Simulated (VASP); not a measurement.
# SiO2 (ke600) (P4_2/mnm) in VASP: further runs

SiO2 (ke600) is run at these levels: LDA; tasks: single point.

Program: VASP 6.6.1. These are calculated values, not measurements. Logs are shortened: lines on timing, memory, paths and dates and some standing lists are left out, and cuts for length are marked.

### Step 1. The cell of the first run

Symmetry: P4_2/mnm, No. 136, tetragonal system. Conventional cell: a = 4.186 Å, b = 4.186 Å, c = 2.668 Å, α = 90.00°, β = 90.00°, γ = 90.00°. Si (site symmetry mmm) has 6 O at 1.76 to 1.81 Å within 2.3 Å. Within 2.3 Å of O (site symmetry m2m) lie 3 Si at 1.76 to 1.81 Å and 1 O at 2.30 Å.

### Step 2. Single point, LDA

The input, INCAR:

```
SYSTEM = SiO2
ALGO = Normal
EDIFF = 1E-7
ENCUT = 520
ISIF = 2
ISMEAR = 0
LASPH = .True.
LCHARG = .False.
LREAL = .False.
LWAVE = .False.
NBANDS = 25
NELM = 80
PREC = Accurate
SIGMA = 0.1
```

The input, KPOINTS:

```
k-points
0
Gamma
  4 4 6
  0 0 0
```

The input, POSCAR:

```
SiO2
1.0
    4.1865000000      0.0000000000      0.0000000000
    0.0000000000      4.1865000000      0.0000000000
    0.0000000000      0.0000000000      2.6684000000
Si O
2 4
Direct
    0.0000000000      0.0000000000      0.0000000000
    0.5000000000      0.5000000000      0.5000000000
    0.3059000000      0.3059000000      0.0000000000
    0.1941000000      0.8059000000      0.5000000000
    0.6941000000      0.6941000000      0.0000000000
    0.8059000000      0.1941000000      0.5000000000
```

Potentials or basis: VASP PAW LDA potentials, release 64 (Si, O).

Run with:

```console
$ cat potpaw_LDA.64/Si/POTCAR potpaw_LDA.64/O/POTCAR > POTCAR
$ mpirun -np 1 vasp_std > vasp.out
```

OUTCAR:

```text
SYSTEM = SiO2
   EDIFF = 1E-7
   ENCUT = 520
   ISIF = 2
   ISMEAR = 0
   LASPH = .True.
   LREAL = .False.
   NELM = 80
   PREC = Accurate

 ion  position               nearest neighbor table
   1  0.000  0.000  0.000-   4 1.76   6 1.76   4 1.76   6 1.76   5 1.81   3 1.81
   2  0.500  0.500  0.500-   3 1.76   5 1.76   3 1.76   5 1.76   4 1.81   6 1.81
   3  0.306  0.306  0.000-   2 1.76   2 1.76   1 1.81
   4  0.194  0.806  0.500-   1 1.76   1 1.76   2 1.81
   5  0.694  0.694  0.000-   2 1.76   2 1.76   1 1.81
   6  0.806  0.194  0.500-   1 1.76   1 1.76   2 1.81

  LATTYP: Found a simple tetragonal cell.
 ALAT       =     4.1865000000
 C/A-ratio  =     0.6373820614

  Lattice vectors:

 A1 = (   4.1865000000,   0.0000000000,   0.0000000000)
 A2 = (   0.0000000000,   4.1865000000,   0.0000000000)
 A3 = (   0.0000000000,   0.0000000000,   2.6684000000)

Analysis of symmetry for initial positions (statically):
=====================================================================
 Subroutine PRICEL returns:
 Original cell was already a primitive cell.

 Routine SETGRP: Setting up the symmetry group for a
 simple tetragonal supercell.

 Subroutine GETGRP returns: Found 16 space group operations
 (whereof  8 operations were pure point group operations)
 out of a pool of 16 trial point group operations.

The static configuration has the point symmetry D_2h.
 The point group associated with its full space group is D_4h.

Analysis of symmetry for dynamics (positions and initial velocities):
=====================================================================
 Subroutine PRICEL returns:
 Original cell was already a primitive cell.

 Routine SETGRP: Setting up the symmetry group for a
 simple tetragonal supercell.

 Subroutine GETGRP returns: Found 16 space group operations
 (whereof  8 operations were pure point group operations)
 out of a pool of 16 trial point group operations.

The dynamic configuration has the point symmetry D_2h.
 The point group associated with its full space group is D_4h.

 Subroutine INISYM returns: Found 16 space group operations
 (whereof  8 operations are pure point group operations),
 and found     1 'primitive' translations

----------------------------------------------------------------------------------------

                                     Primitive cell

  volume of cell :      46.7685

  direct lattice vectors                    reciprocal lattice vectors
     4.186500000  0.000000000  0.000000000     0.238863012  0.000000000  0.000000000
     0.000000000  4.186500000  0.000000000     0.000000000  0.238863012  0.000000000
[... 99 lines left out ...]
   ISYM   =      2    0-nonsym 1-usesym 2-fastsym
   POTIM  = 0.5000    time-step for ionic-motion
   TEBEG  =    0.0;   TEEND  =   0.0 temperature during run
   PSTRESS=    0.0 pullay stress
   NELECT =      32.0000    total number of electrons
   NUPDOWN=      -1.0000    fix difference up-down
   EMIN   =  10.00;   EMAX   =-10.00  energy-range for DOS
   EFERMI =   0.00;   METHOD = LEGACY
   ISMEAR =     0;   SIGMA  =   0.10  broadening in eV -4-tet -1-fermi 0-gaus
   EFERMI_NEDOS =   21; number of points for ismear=-14 and -15
   IALGO  =     38    algorithm
   IMIX   =      4    mixing-type and parameters
     AMIX     =   0.40;   BMIX     =  1.00
     AMIX_MAG =   1.60;   BMIX_MAG =  1.00
  volume/ion in A,a.u.               =       7.79        52.60
  Fermi-wavevector in a.u.,A,eV,Ry     =   1.442582  2.726084 28.314299  2.081042
  Thomas-Fermi vector in A             =   2.561086
   LORBIT       =      0    0 simple, 1 ext, 2 COOP (PROOUT), +10 PAW based schemes
   GGA     = CA    functional components
   LHFCALC =     F    Hartree Fock is set to
   AEXX    =    0.0000 exact exchange contribution
   IVDW    =     0    specifies the selected vdW correction
   LEPSILON=     F    determine dielectric tensor
   LRPA    =     F    only Hartree local field effects (RPA)
 non-spin polarized calculation
 Gauss-broadening in eV      SIGMA  =   0.10
  energy-cutoff  :      520.00
  volume of cell :       46.77
 maximum number of plane-waves:      1282
 NGX is ok and might be reduce to    32
   NGX = 15   NGY = 15   NGZ =  9

 number of electron      31.9999976 magnetization

 Free energy of the ion-electron system (eV)
  ---------------------------------------------------
  ext. energy  EPLUGINS =         0.00000000
  ---------------------------------------------------
  free energy    TOTEN  =       -51.96108659 eV

  energy without entropy =      -51.96108659  energy(sigma->0) =      -51.96108659

 E-fermi :   8.4654     XC(G=0): -12.7101

 val. band max:        8.0374739398   @ k =   0.0000   0.0000   0.0000
 cond. band min:      13.5640622489   @ k =   0.0000   0.0000   0.0000
 fundamental gap:      5.5265883091
 Fermi energy:         8.4653661336

 k-point     1 :       0.0000    0.0000    0.0000
  band No.  band energies     occupation
      1     -14.3378      2.00000
      2     -10.6152      2.00000
      3     -10.6152      2.00000
      4     -10.3836      2.00000
      5      -2.8619      2.00000
      6       1.5249      2.00000
[... 661 lines left out ...]
     24      21.7267      0.00000
     25      23.3674      0.00000

------------------------ aborting loop because EDIFF is reached ----------------------------------------

  FORCE on cell =-STRESS in cart. coord.  units (eV):
  Direction    XX          YY          ZZ          XY          YZ          ZX
  --------------------------------------------------------------------------------------
  -------------------------------------------------------------------------------------
  Total       -1.4445891     -1.4445891     -0.8984797     -0.0000000      0.0000000      0.0000000
  in kB      -49.4882162    -49.4882162    -30.7797962     -0.0000000      0.0000000      0.0000000
  external PRESSURE =     -43.2520762 kB  Pullay stress =       0.0000000 kB

 VOLUME and BASIS-vectors are now :
 -----------------------------------------------------------------------------
  energy-cutoff  :      520.00
  volume of cell :       46.77
      direct lattice vectors                 reciprocal lattice vectors
     4.186500000  0.000000000  0.000000000     0.238863012  0.000000000  0.000000000
     0.000000000  4.186500000  0.000000000     0.000000000  0.238863012  0.000000000
     0.000000000  0.000000000  2.668400000     0.000000000  0.000000000  0.374756408

 POSITION                                       TOTAL-FORCE (eV/Angst)
 -----------------------------------------------------------------------------------
      0.00000      0.00000      0.00000         0.000000      0.000000      0.000000
      2.09325      2.09325      1.33420         0.000000      0.000000      0.000000
      1.28065      1.28065      0.00000         0.033048      0.033048     -0.000000
      0.81260      3.37390      1.33420        -0.033048      0.033048     -0.000000
      2.90585      2.90585      0.00000        -0.033048     -0.033048      0.000000
      3.37390      0.81260      1.33420         0.033048     -0.033048      0.000000
 -----------------------------------------------------------------------------------
    total drift:                                0.000000      0.000000     -0.000000

  FREE ENERGIE OF THE ION-ELECTRON SYSTEM (eV)
  ---------------------------------------------------
  free  energy   TOTEN  =       -51.9610865858 eV

  energy  without entropy=      -51.9610865858  energy(sigma->0) =      -51.96108659
```

OSZICAR:

```text
N       E                     dE             d eps       ncg     rms          rms(c)
DAV:   1     0.127790508078E+03    0.12779E+03   -0.17691E+04  1224   0.123E+03
DAV:   2    -0.499214032108E+02   -0.17771E+03   -0.17126E+03  1498   0.279E+02
DAV:   3    -0.567926051867E+02   -0.68712E+01   -0.68426E+01  1585   0.523E+01
DAV:   4    -0.568385458199E+02   -0.45941E-01   -0.45927E-01  1453   0.493E+00
DAV:   5    -0.568389541802E+02   -0.40836E-03   -0.40828E-03  1622   0.433E-01    0.177E+01
DAV:   6    -0.520390036848E+02    0.48000E+01   -0.13500E+01  1547   0.244E+01    0.846E+00
DAV:   7    -0.519974003558E+02    0.41603E-01   -0.71533E-01  1439   0.487E+00    0.300E+00
DAV:   8    -0.519667056813E+02    0.30695E-01   -0.28244E-02  1560   0.141E+00    0.104E+00
DAV:   9    -0.519610851616E+02    0.56205E-02   -0.51766E-03  1495   0.566E-01    0.209E-01
DAV:  10    -0.519610877053E+02   -0.25437E-05   -0.20640E-04  1547   0.105E-01    0.733E-02
DAV:  11    -0.519610868212E+02    0.88402E-06   -0.19564E-05  1550   0.313E-02    0.207E-02
DAV:  12    -0.519610866443E+02    0.17699E-06   -0.96115E-07  1497   0.773E-03    0.781E-03
DAV:  13    -0.519610865858E+02    0.58490E-07   -0.50691E-07  1485   0.495E-03
   1 F= -.51961087E+02 E0= -.51961087E+02  d E =-.657024E-11
```

Run time: 16 s. Hardware: 1 thread of Intel Xeon Platinum 8488C (Sapphire Rapids), shared host; peak memory 0.14 GiB.

Results:

| Item | Value |
| --- | --- |
| Free energy | -51.9611 eV |
| Pressure | -4.3 GPa |
| Largest force | 0.047 eV/Å |
| Band gap on the k mesh | 5.53 eV, direct |

Forces in eV/Å, atoms in the order of the input:
```
Si   0.000  0.000  0.000
Si   0.000  0.000  0.000
O    0.033  0.033  0.000
O   -0.033  0.033  0.000
O   -0.033 -0.033  0.000
O    0.033 -0.033  0.000
```

Stress tensor (GPa, compression positive):
```
-4.95  0.00  0.00
 0.00 -4.95  0.00
 0.00  0.00 -3.08
```

### Step 3. Single point, LDA

This run uses another cell than the first one, of 7.66 Å³/atom, 0.982 times its volume.

The input, INCAR:

```
SYSTEM = SiO2
PREC = Accurate
ENCUT = 520
EDIFF = 1E-6
ISMEAR = 0
SIGMA = 0.02
LREAL = .False.
LASPH = .True.
NELM = 100
ALGO = Normal
ISIF = 2
LWAVE = .False.
LCHARG = .True.
LELF = .True.
LVHAR = .True.
NBANDS = 25
```

The input, KPOINTS:

```
regular mesh
0
Gamma
  6 6 8
  0 0 0
```

The input, POSCAR:

```
SiO2
1.0
    4.1550942469      0.0000000000      0.0000000000
    0.0000000000      4.1550942469      0.0000000000
    0.0000000000      0.0000000000      2.6611865522
Si O
2 4
Direct
    0.0000000000      0.0000000000      0.0000000000
    0.5000000000      0.5000000000      0.5000000000
    0.3055765013      0.3055765013      0.0000000000
    0.1944234987      0.8055765013      0.5000000000
    0.6944234987      0.6944234987      0.0000000000
    0.8055765013      0.1944234987      0.5000000000
```

Potentials or basis: VASP PAW LDA potentials, release 64 (Si, O).

Run with:

```console
$ cat potpaw_LDA.64/Si/POTCAR potpaw_LDA.64/O/POTCAR > POTCAR
$ mpirun -np 1 vasp_std > vasp.out
```

Run time: 29 s. Hardware: 1 thread of Intel Xeon Platinum 8488C (Sapphire Rapids), shared host; peak memory 0.16 GiB.

The run converged. Its results:

| Item | Value |
| --- | --- |
| Free energy | -51.9695 eV |
| Pressure | 1.1 GPa |
| Largest force | 0.035 eV/Å |
| Band gap on the k mesh | 5.82 eV, direct |

Forces in eV/Å, atoms in the order of the input:
```
Si   0.000  0.000  0.000
Si   0.000  0.000  0.000
O   -0.024 -0.024  0.000
O    0.024 -0.024  0.000
O    0.024  0.024  0.000
O   -0.024  0.024  0.000
```

Stress tensor (GPa, compression positive):
```
0.76 0.00 0.00
0.00 0.76 0.00
0.00 0.00 1.76
```

Levels at points of the mesh, in eV from the valence-band top:
```tsv
k point	band 14	band 15	band 16	band 17	band 18	band 19
(0.00, 0.00, 0.00)	-0.91	-0.91	0.00	5.82	6.44	8.37
(0.50, 0.00, 0.00)	-2.76	-1.09	-1.09	7.75	7.75	8.93
(0.50, 0.50, 0.00)	-2.77	-2.36	-2.36	7.40	7.40	9.94
(0.00, 0.00, 0.50)	-3.25	-2.77	-2.77	9.06	9.06	12.50
(0.50, 0.00, 0.50)	-2.35	-1.83	-1.83	8.71	8.71	9.87
(0.50, 0.50, 0.50)	-1.81	-1.61	-1.61	7.17	7.17	10.87
```

A k mesh can miss the band edges. A hybrid or GW would open this gap; LDA tends to underestimate it.
